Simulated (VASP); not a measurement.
# Zr (Im-3m) in VASP: settings compared

Zr is run at these levels: r2SCAN, PBE0; tasks: single point.

Everything below comes from runs of VASP 6.6.1. Logs are shortened: lines on timing, memory, paths and dates and some standing lists are left out, and cuts for length are marked.

**1. The cell of the first run**

Symmetry: Im-3m, No. 229, cubic system. The conventional cell has a = 3.668 Å, b = 3.668 Å, c = 3.668 Å, α = 90.00°, β = 90.00°, γ = 90.00°. Zr (site symmetry m-3m) has 14 Zr at 3.18 to 3.67 Å within 4.2 Å.

**2. Single point, r2SCAN**

Contents of POSCAR:

```
Zr
1.0
   -1.8338185209      1.8338185209      1.8338185209
    1.8338185209     -1.8338185209      1.8338185209
    1.8338185209      1.8338185209     -1.8338185209
Zr
1
Direct
    0.0000000000      0.0000000000      0.0000000000
```

Contents of INCAR.step1:

```
SYSTEM = Zr
  PREC = Accurate
  ENCUT = 550
  ISMEAR = -1
  SIGMA = 0.05
  LREAL = .FALSE.
  LASPH = .TRUE.
  NELM = 120
  NBANDS = 12
  GGA = PE
  ALGO = Normal
  EDIFF = 1E-5
  LWAVE = .TRUE.
  LCHARG = .FALSE.
  GGA_COMPAT = .FALSE.
```

Contents of INCAR.step2:

```
SYSTEM = Zr
  PREC = Accurate
  ENCUT = 550
  EDIFF = 1E-6
  ISMEAR = -1
  SIGMA = 0.05
  LREAL = .FALSE.
  LASPH = .TRUE.
  NELM = 120
  ALGO = Normal
  ISIF = 2
  LWAVE = .FALSE.
  LCHARG = .FALSE.
  METAGGA = R2SCAN
  LMIXTAU = .TRUE.
  NBANDS = 12
  ISTART = 1
  GGA_COMPAT = .FALSE.
```

Contents of KPOINTS:

```
Automatic mesh
0
G
  10 10 10
  0 0 0
```

Potentials or basis: VASP PAW PBE potentials, release 64 (Zr_sv).

Run with:

```
cat potpaw_PBE.64/Zr_sv/POTCAR > POTCAR
cp INCAR.step1 INCAR
mpirun -np 1 vasp_std > vasp.out
cp INCAR.step2 INCAR
mpirun -np 1 vasp_std > vasp.out
```

OUTCAR:

```text
SYSTEM = Zr
   PREC = Accurate
   ENCUT = 550
   EDIFF = 1E-6
   ISMEAR = -1
   LREAL = .FALSE.
   LASPH = .TRUE.
   NELM = 120
   ISIF = 2
   METAGGA = R2SCAN
   ISTART = 1

 ion  position               nearest neighbor table
   1  0.000  0.000  0.000-

  LATTYP: Found a body centered cubic cell.
 ALAT       =     3.6676370418

  Lattice vectors:

 A1 = (  -1.8338185209,   1.8338185209,   1.8338185209)
 A2 = (   1.8338185209,  -1.8338185209,   1.8338185209)
 A3 = (   1.8338185209,   1.8338185209,  -1.8338185209)

Analysis of symmetry for initial positions (statically):
=====================================================================
 Subroutine PRICEL returns:
 Original cell was already a primitive cell.

 Routine SETGRP: Setting up the symmetry group for a
 body centered cubic supercell.

 Subroutine GETGRP returns: Found 48 space group operations
 (whereof 48 operations were pure point group operations)
 out of a pool of 48 trial point group operations.

The static configuration has the point symmetry O_h .

Analysis of symmetry for dynamics (positions and initial velocities):
=====================================================================
 Subroutine PRICEL returns:
 Original cell was already a primitive cell.

 Routine SETGRP: Setting up the symmetry group for a
 body centered cubic supercell.

 Subroutine GETGRP returns: Found 48 space group operations
 (whereof 48 operations were pure point group operations)
 out of a pool of 48 trial point group operations.

The dynamic configuration has the point symmetry O_h .

 Subroutine INISYM returns: Found 48 space group operations
 (whereof 48 operations are pure point group operations),
 and found     1 'primitive' translations

----------------------------------------------------------------------------------------

                                     Primitive cell

  volume of cell :      24.6677

  direct lattice vectors                    reciprocal lattice vectors
    -1.833818521  1.833818521  1.833818521     0.000000000  0.272655115  0.272655115
     1.833818521 -1.833818521  1.833818521     0.272655115  0.000000000  0.272655115
     1.833818521  1.833818521 -1.833818521     0.272655115  0.272655115  0.000000000

  length of vectors
     3.176266850  3.176266850  3.176266850     0.385592562  0.385592562  0.385592562

  position of ions in fractional coordinates (direct lattice)
     0.000000000  0.000000000  0.000000000

  ion indices of the primitive-cell ions
   primitive index   ion index
                 1           1

----------------------------------------------------------------------------------------

 KPOINTS: Automatic mesh

Automatic generation of k-mesh.
 Grid dimensions read from file:
 generate k-points for:   10   10   10

 Generating k-lattice:

  Cartesian coordinates                     Fractional coordinates (reciprocal lattice)
     0.000000000  0.027265512  0.027265512     0.100000000  0.000000000  0.000000000
     0.027265512  0.000000000  0.027265512     0.000000000  0.100000000  0.000000000
     0.027265512  0.027265512  0.000000000     0.000000000  0.000000000  0.100000000

  Length of vectors
     0.038559256  0.038559256  0.038559256

  Shift w.r.t. Gamma in fractional coordinates (k-lattice)
     0.000000000  0.000000000  0.000000000

 Subroutine IBZKPT returns following result:
 ===========================================

 Found     47 irreducible k-points:

 Following reciprocal coordinates:
            Coordinates               Weight
  0.000000  0.000000  0.000000      1.000000
  0.100000  0.000000  0.000000     12.000000
  0.200000  0.000000  0.000000     12.000000
  0.300000  0.000000  0.000000     12.000000
  0.400000  0.000000  0.000000     12.000000
  0.500000  0.000000  0.000000      6.000000
[... 16 lines left out ...]
  0.300000  0.300000  0.100000      8.000000
 -0.300000  0.300000  0.100000     24.000000
 [... further k-points ...]
   k-points           NKPTS =     47   k-points in BZ     NKDIM =     47   number of bands    NBANDS=     12
   number of dos      NEDOS =    301   number of ions     NIONS =      1
   total plane-waves  NPLWV =  13824
   dimension x,y,z NGX =    24 NGY =   24 NGZ =   24
   dimension x,y,z NGXF=    48 NGYF=   48 NGZF=   48
   ions per type =               1
   NGX,Y,Z   is equivalent  to a cutoff of  12.56, 12.56, 12.56 a.u.
   NGXF,Y,Z  is equivalent  to a cutoff of  25.12, 25.12, 25.12 a.u.
 SYSTEM =  Zr
   PREC   = accura    normal or accurate (medium, high low for compatibility)
   ISTART =      1    job   : 0-new  1-cont  2-samecut
   ICHARG =      0    charge: 1-file 2-atom 10-const
   ISPIN  =      1    spin polarized calculation?
   LNONCOLLINEAR =      F non collinear calculations
   LSORBIT =      F    spin-orbit coupling
   LASPH  =      T    aspherical Exc in radial PAW
   ENCUT  =  550.0 eV  40.42 Ry    6.36 a.u.   6.07  6.07  6.07*2*pi/ulx,y,z
   NELM   =    120;   NELMIN=  2; NELMDL=  0     # of ELM steps
   EDIFF  = 0.1E-05   stopping-criterion for ELM
   LREAL  =      F    real-space projection
   EDIFFG = 0.1E-04   stopping-criterion for IOM
   NSW    =      0    number of steps for IOM
   IBRION =     -1    ionic relax: 0-MD 1-quasi-New 2-CG
   NFREE  =      0    steps in history (QN), initial steepest desc. (CG)
   ISIF   =      2    stress and relaxation
   ISYM   =      2    0-nonsym 1-usesym 2-fastsym
   POTIM  = 0.5000    time-step for ionic-motion
   TEBEG  =    0.0;   TEEND  =   0.0 temperature during run
   PSTRESS=    0.0 pullay stress
   NELECT =      12.0000    total number of electrons
   NUPDOWN=      -1.0000    fix difference up-down
   EMIN   =  10.00;   EMAX   =-10.00  energy-range for DOS
   EFERMI =   0.00;   METHOD = LEGACY
   ISMEAR =    -1;   SIGMA  =   0.05  broadening in eV -4-tet -1-fermi 0-gaus
   EFERMI_NEDOS =   21; number of points for ismear=-14 and -15
   IALGO  =     38    algorithm
   IMIX   =      4    mixing-type and parameters
     AMIX     =   0.40;   BMIX     =  1.00
     AMIX_MAG =   1.60;   BMIX_MAG =  1.00
  volume/ion in A,a.u.               =      24.67       166.47
  Fermi-wavevector in a.u.,A,eV,Ry     =   1.287535  2.433088 22.554993  1.657745
  Thomas-Fermi vector in A             =   2.419543
   LORBIT       =      0    0 simple, 1 ext, 2 COOP (PROOUT), +10 PAW based schemes
   METAGGA = R2SCAN    functional components
   LHFCALC =     F    Hartree Fock is set to
   AEXX    =    0.0000 exact exchange contribution
   IVDW    =     0    specifies the selected vdW correction
   LEPSILON=     F    determine dielectric tensor
   LRPA    =     F    only Hartree local field effects (RPA)
 non-spin polarized calculation
  energy-cutoff  :      550.00
  volume of cell :       24.67
 maximum number of plane-waves:       736
   NGX = 13   NGY = 13   NGZ = 13

 number of electron      12.0000000 magnetization

 Free energy of the ion-electron system (eV)
  ---------------------------------------------------
  ext. energy  EPLUGINS =         0.00000000
  ---------------------------------------------------
  free energy    TOTEN  =       -22.60682937 eV

  energy without entropy =      -22.59195895  energy(sigma->0) =      -22.59939416

 E-fermi :   8.1398     XC(G=0): -11.6779

 val. band max:        8.1221032511   @ k =   0.3000   0.0000   0.0000
 cond. band min:       8.1790289938   @ k =   0.3000   0.2000   0.0000
 fundamental gap:      0.0569257427
 Fermi energy:         8.1397974328

 k-point     1 :       0.0000    0.0000    0.0000
  band No.  band energies     occupation
      1     -42.2284      2.00000
      2     -19.1018      2.00000
      3     -19.1018      2.00000
      4     -19.1018      2.00000
      5       2.4936      2.00000
      6       9.3856      0.00000
      7       9.3856      0.00000
      8       9.3856      0.00000
      9      11.7615      0.00000
     10      11.7615      0.00000
     11      20.8402      0.00000
     12      20.8402      0.00000

 k-point     2 :       0.1000    0.0000    0.0000
  band No.  band energies     occupation
      1     -42.2163      2.00000
      2     -19.1870      2.00000
      3     -19.1277      2.00000
      4     -19.1024      2.00000
      5       2.8239      2.00000
      6       9.1677      0.00000
      7       9.2888      0.00000
      8       9.6992      0.00000
      9      11.4685      0.00000
     10      11.7617      0.00000
     11      21.0940      0.00000
     12      21.4383      0.00000

 k-point     3 :       0.2000    0.0000    0.0000
  band No.  band energies     occupation
      1     -42.1845      2.00000
      2     -19.4047      2.00000
      3     -19.1949      2.00000
      4     -19.1039      2.00000
      5       3.7082      2.00000
      6       8.6595      0.00006
      7       8.8529      0.00000
      8      10.6045      0.00000
      9      11.2532      0.00000
     10      11.8124      0.00000
     11      21.2047      0.00000
     12      22.2616      0.00000
[... 286 lines left out ...]
 k-point    23 :       0.3000    0.3000    0.1000
  band No.  band energies     occupation
      1     -42.0901      2.00000
      2     -19.6355      2.00000
      3     -19.6355      2.00000
      4     -19.2818      2.00000
      5       6.9593      2.00000
      6       7.7041      1.99967
      7       7.7041      1.99967
      8      12.3439      0.00000
      9      12.3439      0.00000
     10      16.1669      0.00000
     11      17.6406      0.00000
     12      17.6406      0.00000

 k-point    24 :      -0.3000    0.3000    0.1000
  band No.  band energies     occupation
      1     -42.1351      2.00000
      2     -19.6521      2.00000
      3     -19.3056      2.00000
      4     -19.1676      2.00000
      5       5.0253      2.00000
      6       8.2973      0.08216
      7       8.4209      0.00721
      8      10.6730      0.00000
      9      11.8699      0.00000
     10      12.4833      0.00000
     11      20.1070      0.00000
     12      21.6005      0.00000

 [... further k-points ...]
[... 5 lines left out ...]
  --------------------------------------------------------------------------------------
  -------------------------------------------------------------------------------------
  Total       -0.8691519     -0.8691519     -0.8691519     -0.0000000      0.0000000     -0.0000000
  in kB      -56.4517243    -56.4517243    -56.4517243     -0.0000000      0.0000000     -0.0000000
  external PRESSURE =     -56.4517243 kB  Pullay stress =       0.0000000 kB

 VOLUME and BASIS-vectors are now :
 -----------------------------------------------------------------------------
  energy-cutoff  :      550.00
  volume of cell :       24.67
      direct lattice vectors                 reciprocal lattice vectors
    -1.833818521  1.833818521  1.833818521     0.000000000  0.272655115  0.272655115
     1.833818521 -1.833818521  1.833818521     0.272655115  0.000000000  0.272655115
     1.833818521  1.833818521 -1.833818521     0.272655115  0.272655115  0.000000000

 POSITION                                       TOTAL-FORCE (eV/Angst)
 -----------------------------------------------------------------------------------
      0.00000      0.00000      0.00000         0.000000      0.000000      0.000000
 -----------------------------------------------------------------------------------
    total drift:                                0.000000      0.000000     -0.000000

  FREE ENERGIE OF THE ION-ELECTRON SYSTEM (eV)
  ---------------------------------------------------
  free  energy   TOTEN  =       -22.6068293712 eV

  energy  without entropy=      -22.5919589535  energy(sigma->0) =      -22.59939416
```

Run time: 24 s. Hardware: 1 thread of Intel Xeon Platinum 8488C (Sapphire Rapids), shared host; peak memory 0.14 GiB.

Results:

* Free energy: -22.6068 eV
* Pressure: -5.6 GPa
* Band gap on the k mesh: zero (band 6 reaches 9.39 eV, above the bottom of band 7 at 7.40 eV)

Levels at points of the mesh, in eV from the Fermi level:
```
           k point  band 3  band 4  band 5  band 6  band 7  band 8  band 9  band 10
(0.00, 0.00, 0.00)  -27.24  -27.24   -5.65    1.25    1.25    1.25    3.62     3.62
(0.50, 0.00, 0.00)  -27.51  -27.25   -2.78   -0.54    1.22    3.61    4.25     6.14
(0.50, 0.50, 0.50)  -27.82  -27.82   -2.49   -2.49    5.51    5.51    5.51     7.31
```

Caveat: the PAW data sets were made with another functional, which shifts forces and pressure a little.

**3. Single point, r2SCAN**

This run uses another cell than the first one, of 25.14 Å³/atom, 1.019 times its volume.

Contents of POSCAR:

```
Zr
1.0
   -1.8454992086      1.8454992086      1.8454992086
    1.8454992086     -1.8454992086      1.8454992086
    1.8454992086      1.8454992086     -1.8454992086
Zr
1
Direct
    0.0000000000      0.0000000000      0.0000000000
```

Contents of INCAR.step1:

```
ALGO = Normal
EDIFF = 1E-5
ENCUT = 550
GGA = PE
GGA_COMPAT = False
ISMEAR = -1
LASPH = True
LCHARG = False
LREAL = False
LWAVE = True
NBANDS = 12
NELM = 120
PREC = Accurate
SIGMA = 0.05
```

Contents of INCAR.step2:

```
ALGO = Normal
EDIFF = 1E-6
ENCUT = 550
GGA_COMPAT = False
ISIF = 2
ISMEAR = -1
ISTART = 1
LASPH = True
LCHARG = False
LMIXTAU = True
LREAL = False
LWAVE = False
METAGGA = R2SCAN
NBANDS = 12
NELM = 120
PREC = Accurate
SIGMA = 0.05
```

Contents of KPOINTS:

```
k-points
0
Gamma
  10 10 10
```

Potentials or basis: VASP PAW PBE potentials, release 64 (Zr_sv).

Run with:

```
cat potpaw_PBE.64/Zr_sv/POTCAR > POTCAR
cp INCAR.step1 INCAR
mpirun -np 1 vasp_std > vasp.out
cp INCAR.step2 INCAR
mpirun -np 1 vasp_std > vasp.out
```

It took 26 s on 1 thread of Intel Xeon Platinum 8488C (Sapphire Rapids), shared host; peak memory 0.14 GiB.

The run converged. Its results:

| Quantity | Value |
| --- | --- |
| Free energy | -22.5883 eV |
| Pressure | -6.9 GPa |
| Band gap on the k mesh | zero (band 6 reaches 9.17 eV, above the bottom of band 7 at 7.22 eV) |

Levels at points of the mesh, in eV from the Fermi level:
```tsv
k point	band 2	band 3	band 4	band 5	band 6	band 7	band 8	band 9	band 10	band 11
(0.00, 0.00, 0.00)	-27.31	-27.31	-27.31	-5.61	1.24	1.24	1.24	3.56	3.56	12.64
(0.50, 0.00, 0.00)	-28.10	-27.56	-27.31	-2.72	-0.50	1.15	3.54	4.17	6.00	9.82
(0.50, 0.50, 0.50)	-27.85	-27.85	-27.85	-2.41	-2.41	5.40	5.40	5.40	7.17	7.17
```

Caveat: the PAW data sets were made with another functional, which shifts forces and pressure a little.

[end of part 1 of 2]
